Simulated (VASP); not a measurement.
# Pd (Fm-3m) in VASP: a series of runs

Runs on Pd. Level: PBEsol. Tasks: single point.

Program: VASP 6.6.1. These are calculated values, not measurements. Logs are shortened: lines on timing, memory, paths and dates and some standing lists are left out, and cuts for length are marked.

## (1) The cell of the first run

The structure is cubic, space group Fm-3m (No. 225). The conventional cell has a = 3.797 Å, b = 3.797 Å, c = 3.797 Å, α = 90.00°, β = 90.00°, γ = 90.00°. Within 3.5 Å of Pd (site symmetry m-3m) lie 12 Pd at 2.69 Å.

## (2) Single point, PBEsol (volume scaled by 0.94)

INCAR

```
ALGO     = Normal         # electronic algorithm
EDIFF    = 1E-7           # SCF threshold, eV
ENCUT    = 520            # plane-wave cutoff, eV
GGA      = PS             # functional
ISIF     = 2              # what is computed and relaxed
ISMEAR   = -1             # smearing method
LASPH    = T              # aspherical terms in the spheres
LCHARG   = F              # write CHGCAR
LREAL    = F              # projectors in reciprocal space
LWAVE    = F              # write WAVECAR
NBANDS   = 11             # bands
NELM     = 60             # most SCF steps
PREC     = Accurate       # precision mode
SIGMA    = 0.05           # smearing width, eV
```

KPOINTS

```
k-points
0
Gamma
  19 19 19
```

POSCAR

```
Pd
1.0
    0.0000000000      1.8986526892      1.8986526892
    1.8986526892      0.0000000000      1.8986526892
    1.8986526892      1.8986526892      0.0000000000
Pd
1
Direct
    0.0000000000      0.0000000000      0.0000000000
```

Potentials or basis: VASP PAW PBE potentials, release 64 (Pd).

The run is started by

```
> cat potpaw_PBE.64/Pd/POTCAR > POTCAR
> mpirun -np 1 vasp_std > vasp.out
```

OUTCAR:

```text
EDIFF = 1E-7
   ENCUT = 520
   GGA = PS
   ISIF = 2
   ISMEAR = -1
   LASPH = T
   LREAL = F
   NELM = 60
   PREC = Accurate

 ion  position               nearest neighbor table
   1  0.000  0.000  0.000-

  LATTYP: Found a face centered cubic cell.
 ALAT       =     3.7973053784

  Lattice vectors:

 A1 = (   0.0000000000,   1.8986526892,   1.8986526892)
 A2 = (   1.8986526892,   0.0000000000,   1.8986526892)
 A3 = (   1.8986526892,   1.8986526892,   0.0000000000)

Analysis of symmetry for initial positions (statically):
=====================================================================
 Subroutine PRICEL returns:
 Original cell was already a primitive cell.

 Routine SETGRP: Setting up the symmetry group for a
 face centered cubic supercell.

 Subroutine GETGRP returns: Found 48 space group operations
 (whereof 48 operations were pure point group operations)
 out of a pool of 48 trial point group operations.

The static configuration has the point symmetry O_h .

Analysis of symmetry for dynamics (positions and initial velocities):
=====================================================================
 Subroutine PRICEL returns:
 Original cell was already a primitive cell.

 Routine SETGRP: Setting up the symmetry group for a
 face centered cubic supercell.

 Subroutine GETGRP returns: Found 48 space group operations
 (whereof 48 operations were pure point group operations)
 out of a pool of 48 trial point group operations.

The dynamic configuration has the point symmetry O_h .

 Subroutine INISYM returns: Found 48 space group operations
 (whereof 48 operations are pure point group operations),
 and found     1 'primitive' translations

----------------------------------------------------------------------------------------

                                     Primitive cell

  volume of cell :      13.6888

  direct lattice vectors                    reciprocal lattice vectors
     0.000000000  1.898652689  1.898652689    -0.263344635  0.263344635  0.263344635
     1.898652689  0.000000000  1.898652689     0.263344635 -0.263344635  0.263344635
     1.898652689  1.898652689  0.000000000     0.263344635  0.263344635 -0.263344635

  length of vectors
     2.685100383  2.685100383  2.685100383     0.456126288  0.456126288  0.456126288

  position of ions in fractional coordinates (direct lattice)
     0.000000000  0.000000000  0.000000000

  ion indices of the primitive-cell ions
   primitive index   ion index
                 1           1

----------------------------------------------------------------------------------------

 KPOINTS: k-points

Automatic generation of k-mesh.
 Grid dimensions read from file:
 generate k-points for:   19   19   19

 Generating k-lattice:

  Cartesian coordinates                     Fractional coordinates (reciprocal lattice)
    -0.013860244  0.013860244  0.013860244     0.052631579  0.000000000  0.000000000
     0.013860244 -0.013860244  0.013860244     0.000000000  0.052631579  0.000000000
     0.013860244  0.013860244 -0.013860244     0.000000000  0.000000000  0.052631579

  Length of vectors
     0.024006647  0.024006647  0.024006647

  Shift w.r.t. Gamma in fractional coordinates (k-lattice)
     0.000000000  0.000000000  0.000000000

 Subroutine IBZKPT returns following result:
 ===========================================

 Found    220 irreducible k-points:

 Following reciprocal coordinates:
            Coordinates               Weight
  0.000000  0.000000  0.000000      1.000000
  0.052632  0.000000  0.000000      8.000000
  0.105263  0.000000  0.000000      8.000000
  0.157895  0.000000  0.000000      8.000000
  0.210526  0.000000  0.000000      8.000000
  0.263158  0.000000  0.000000      8.000000
[... 16 lines left out ...]
 -0.315789  0.052632  0.000000     24.000000
 -0.263158  0.052632  0.000000     24.000000
 [... further k-points ...]
   k-points           NKPTS =    220   k-points in BZ     NKDIM =    220   number of bands    NBANDS=     11
   number of dos      NEDOS =    301   number of ions     NIONS =      1
   total plane-waves  NPLWV =   8000
   dimension x,y,z NGX =    20 NGY =   20 NGZ =   20
   dimension x,y,z NGXF=    40 NGYF=   40 NGZF=   40
   ions per type =               1
   NGX,Y,Z   is equivalent  to a cutoff of  12.38, 12.38, 12.38 a.u.
   NGXF,Y,Z  is equivalent  to a cutoff of  24.77, 24.77, 24.77 a.u.
 SYSTEM =  unknown system
   PREC   = accura    normal or accurate (medium, high low for compatibility)
   ISTART =      0    job   : 0-new  1-cont  2-samecut
   ICHARG =      2    charge: 1-file 2-atom 10-const
   ISPIN  =      1    spin polarized calculation?
   LNONCOLLINEAR =      F non collinear calculations
   LSORBIT =      F    spin-orbit coupling
   LASPH  =      T    aspherical Exc in radial PAW
   ENCUT  =  520.0 eV  38.22 Ry    6.18 a.u.   4.99  4.99  4.99*2*pi/ulx,y,z
   NELM   =     60;   NELMIN=  2; NELMDL= -5     # of ELM steps
   EDIFF  = 0.1E-06   stopping-criterion for ELM
   LREAL  =      F    real-space projection
   EDIFFG = 0.1E-05   stopping-criterion for IOM
   NSW    =      0    number of steps for IOM
   IBRION =     -1    ionic relax: 0-MD 1-quasi-New 2-CG
   NFREE  =      0    steps in history (QN), initial steepest desc. (CG)
   ISIF   =      2    stress and relaxation
   ISYM   =      2    0-nonsym 1-usesym 2-fastsym
   POTIM  = 0.5000    time-step for ionic-motion
   TEBEG  =    0.0;   TEEND  =   0.0 temperature during run
   PSTRESS=    0.0 pullay stress
   NELECT =      10.0000    total number of electrons
   NUPDOWN=      -1.0000    fix difference up-down
   EMIN   =  10.00;   EMAX   =-10.00  energy-range for DOS
   EFERMI =   0.00;   METHOD = LEGACY
   ISMEAR =    -1;   SIGMA  =   0.05  broadening in eV -4-tet -1-fermi 0-gaus
   EFERMI_NEDOS =   21; number of points for ismear=-14 and -15
   IALGO  =     38    algorithm
   IMIX   =      4    mixing-type and parameters
     AMIX     =   0.40;   BMIX     =  1.00
     AMIX_MAG =   1.60;   BMIX_MAG =  1.00
  volume/ion in A,a.u.               =      13.69        92.38
  Fermi-wavevector in a.u.,A,eV,Ry     =   1.474414  2.786238 29.577640  2.173895
  Thomas-Fermi vector in A             =   2.589188
   LORBIT       =      0    0 simple, 1 ext, 2 COOP (PROOUT), +10 PAW based schemes
   GGA     = PS    functional components
   LHFCALC =     F    Hartree Fock is set to
   AEXX    =    0.0000 exact exchange contribution
   IVDW    =     0    specifies the selected vdW correction
   LEPSILON=     F    determine dielectric tensor
   LRPA    =     F    only Hartree local field effects (RPA)
 non-spin polarized calculation
  energy-cutoff  :      520.00
  volume of cell :       13.69
 maximum number of plane-waves:       378
   NGX =  9   NGY =  9   NGZ =  9

 number of electron      10.0000001 magnetization

 Free energy of the ion-electron system (eV)
  ---------------------------------------------------
  ext. energy  EPLUGINS =         0.00000000
  ---------------------------------------------------
  free energy    TOTEN  =        -5.93112115 eV

  energy without entropy =       -5.91288395  energy(sigma->0) =       -5.92200255

 E-fermi :  10.9644     XC(G=0): -13.8488

 val. band max:       10.9630157359   @ k =  -0.3158   0.4211   0.1053
 cond. band min:      10.9654274032   @ k =  -0.4211   0.4211   0.1579
 fundamental gap:      0.0024116672
 Fermi energy:        10.9643723499

 k-point     1 :       0.0000    0.0000    0.0000
  band No.  band energies     occupation
      1       3.0997      2.00000
      2       7.7282      2.00000
      3       7.7282      2.00000
      4       7.7282      2.00000
      5       9.5713      2.00000
      6       9.5713      2.00000
      7      28.0704      0.00000
      8      33.2733      0.00000
      9      33.2733      0.00000
     10      33.2733      0.00000
     11      36.7689      0.00000

 k-point     2 :       0.0526    0.0000    0.0000
  band No.  band energies     occupation
      1       3.2079      2.00000
      2       7.6859      2.00000
      3       7.7679      2.00000
      4       7.7679      2.00000
      5       9.5508      2.00000
      6       9.5508      2.00000
      7      28.2036      0.00000
      8      32.5783      0.00000
      9      33.4119      0.00000
     10      33.4119      0.00000
     11      36.7929      0.00000

 k-point     3 :       0.1053    0.0000    0.0000
  band No.  band energies     occupation
      1       3.5209      2.00000
      2       7.5780      2.00000
      3       7.8734      2.00000
      4       7.8734      2.00000
      5       9.5053      2.00000
      6       9.5053      2.00000
      7      28.5431      0.00000
      8      31.1223      0.00000
      9      33.8117      0.00000
     10      33.8117      0.00000
     11      36.8098      0.00000

 k-point     4 :       0.1579    0.0000    0.0000
  band No.  band energies     occupation
      1       3.9971      2.00000
      2       7.4655      2.00000
      3       7.9991      2.00000
      4       7.9991      2.00000
      5       9.4855      2.00000
      6       9.4855      2.00000
      7      28.7247      0.00000
      8      29.6729      0.00000
      9      34.4202      0.00000
     10      34.4202      0.00000
     11      36.8084      0.00000
[... 239 lines left out ...]
 k-point    22 :      -0.3684    0.0526    0.0000
  band No.  band energies     occupation
      1       5.1559      2.00000
      2       7.7503      2.00000
      3       7.8385      2.00000
      4       9.5139      2.00000
      5      10.4082      1.99997
      6      11.2778      0.00378
      7      21.1728      0.00000
      8      28.0392      0.00000
      9      32.5505      0.00000
     10      34.1195      0.00000
     11      36.8007      0.00000

 k-point    23 :      -0.3158    0.0526    0.0000
  band No.  band energies     occupation
      1       5.2020      2.00000
      2       7.8668      2.00000
      3       7.9506      2.00000
      4       8.6423      2.00000
      5      10.0287      2.00000
      6      10.7246      1.98360
      7      23.0310      0.00000
      8      28.5459      0.00000
      9      33.1729      0.00000
     10      35.4509      0.00000
     11      36.7763      0.00000

 k-point    24 :      -0.2632    0.0526    0.0000
  band No.  band energies     occupation
      1       5.1220      2.00000
      2       7.7918      2.00000
      3       8.0572      2.00000
      4       8.0678      2.00000
      5       9.6566      2.00000
      6      10.2762      2.00000
      7      24.9718      0.00000
      8      29.0859      0.00000
      9      33.8274      0.00000
     10      36.4421      0.00000
     11      36.9900      0.00000

 [... further k-points ...]

------------------------ aborting loop because EDIFF is reached ----------------------------------------

  FORCE on cell =-STRESS in cart. coord.  units (eV):
  Direction    XX          YY          ZZ          XY          YZ          ZX
  --------------------------------------------------------------------------------------
  -------------------------------------------------------------------------------------
  Total        1.2354942      1.2354942      1.2354942      0.0000000      0.0000000     -0.0000000
  in kB      144.6054704    144.6054704    144.6054704      0.0000000      0.0000000     -0.0000000
  external PRESSURE =     144.6054704 kB  Pullay stress =       0.0000000 kB

 VOLUME and BASIS-vectors are now :
 -----------------------------------------------------------------------------
  energy-cutoff  :      520.00
  volume of cell :       13.69
      direct lattice vectors                 reciprocal lattice vectors
     0.000000000  1.898652689  1.898652689    -0.263344635  0.263344635  0.263344635
     1.898652689  0.000000000  1.898652689     0.263344635 -0.263344635  0.263344635
     1.898652689  1.898652689  0.000000000     0.263344635  0.263344635 -0.263344635

 POSITION                                       TOTAL-FORCE (eV/Angst)
 -----------------------------------------------------------------------------------
      0.00000      0.00000      0.00000         0.000000      0.000000     -0.000000
 -----------------------------------------------------------------------------------
    total drift:                                0.000000      0.000000      0.000000

  FREE ENERGIE OF THE ION-ELECTRON SYSTEM (eV)
  ---------------------------------------------------
  free  energy   TOTEN  =        -5.9311211497 eV

  energy  without entropy=       -5.9128839497  energy(sigma->0) =       -5.92200255
```

Run time: 17 s. Hardware: 1 thread of Intel Xeon Platinum 8488C (Sapphire Rapids), shared host; peak memory 0.14 GiB.

Results:

| Property | Result |
| --- | --- |
| Free energy | -5.9311 eV |
| Pressure | 14.5 GPa |
| Band gap on the k mesh | zero (band 5 reaches 11.27 eV, above the bottom of band 6 at 9.49 eV) |

Caveat: the cell differs from its parent crystal (volume scaled by 0.94); the PAW data sets were made with another functional, which shifts forces and pressure a little.

## (3) Single point, PBEsol

This run uses another cell than the first one, of 14.56 Å³/atom, 1.064 times its volume.

INCAR

```
  PREC = Accurate
  ENCUT = 520
  EDIFF = 1E-7
  ISMEAR = -1
  SIGMA = 0.05
  LREAL = F
  LASPH = T
  NELM = 80
  ALGO = Normal
  ISIF = 2
  LWAVE = F
  LCHARG = T
  GGA = PS
  LELF = T
  LVHAR = T
  NBANDS = 11
```

KPOINTS

```
regular mesh
0
Gamma
  19 19 19
```

POSCAR

```
Pd
1.0
    0.0000000000      1.9382192871      1.9382192871
    1.9382192871      0.0000000000      1.9382192871
    1.9382192871      1.9382192871      0.0000000000
Pd
1
Direct
    0.0000000000      0.0000000000      0.0000000000
```

Potentials or basis: VASP PAW PBE potentials, release 64 (Pd).

The run is started by

```
> cat potpaw_PBE.64/Pd/POTCAR > POTCAR
> mpirun -np 1 vasp_std > vasp.out
```

Wall time 17 s (1 thread of Intel Xeon Platinum 8488C (Sapphire Rapids), shared host); peak memory 0.15 GiB.

The run converged. Its results:

| Quantity | Value |
| --- | --- |
| Free energy | -5.9676 eV |
| Pressure | -0.3 GPa |
| Band gap on the k mesh | zero (band 5 reaches 10.13 eV, above the bottom of band 6 at 8.52 eV) |

Levels at points of the mesh, in eV from the Fermi level:
| k point | band 1 | band 2 | band 3 | band 4 | band 5 | band 6 | band 7 | band 8 | band 9 | band 10 |
| --- | --- | --- | --- | --- | --- | --- | --- | --- | --- | --- |
| (0.00, 0.00, 0.00) | -7.36 | -2.93 | -2.93 | -2.93 | -1.26 | -1.26 | 17.11 | 21.95 | 21.95 | 21.95 |

Caveat: the PAW data sets were made with another functional, which shifts forces and pressure a little.
